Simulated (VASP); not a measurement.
Here is a VASP 6.6.1 calculation.

File POSCAR:

```
HfC
1.0
    0.0000000000      2.3250013489      2.3250013489
    2.3250013489      0.0000000000      2.3250013489
    2.3250013489      2.3250013489      0.0000000000
Hf C
1 1
Direct
    0.5000000000      0.5000000000      0.5000000000
    0.0000000000      0.0000000000      0.0000000000
```

The input INCAR.step1:

```
PREC = Accurate
ENCUT = 520
ISMEAR = 0
SIGMA = 0.05
LREAL = F
LASPH = T
NELM = 150
MAGMOM = 0 0 0 0 0 0
LSORBIT = T
GGA_COMPAT = F
LMAXMIX = 4
NBANDS = 26
GGA = PE
ALGO = Normal
EDIFF = 1E-4
LWAVE = T
LCHARG = F
```

INCAR.step2

```
PREC = Accurate
ENCUT = 520
EDIFF = 1E-7
ISMEAR = 0
SIGMA = 0.05
LREAL = F
LASPH = T
NELM = 150
ALGO = Normal
ISIF = 2
LWAVE = F
LCHARG = F
MAGMOM = 0 0 0 0 0 0
LORBIT = 11
LSORBIT = T
GGA_COMPAT = F
LORBMOM = T
LMAXMIX = 4
METAGGA = R2SCAN
LMIXTAU = T
NBANDS = 26
ISTART = 1
```

Contents of KPOINTS:

```
regular mesh
0
Gamma
  10 10 10
```

Potentials or basis: VASP PAW PBE potentials, release 64 (Hf_pv, C).

The run is started by

```bash
$ cat potpaw_PBE.64/Hf_pv/POTCAR potpaw_PBE.64/C/POTCAR > POTCAR
$ cp INCAR.step1 INCAR
$ mpirun -np 1 vasp_ncl > vasp.out
$ cp INCAR.step2 INCAR
$ mpirun -np 1 vasp_ncl > vasp.out
```

Estimate the net moment.

0.00 μB per cell.

Estimate the pressure.

-2.5 GPa.

Moments on the atoms (μB; x, y, z):
```
Hf  0.00 0.00 0.00
C   0.00 0.00 0.00
```

Caveat: the PAW data sets were made with another functional, which shifts forces and pressure a little.
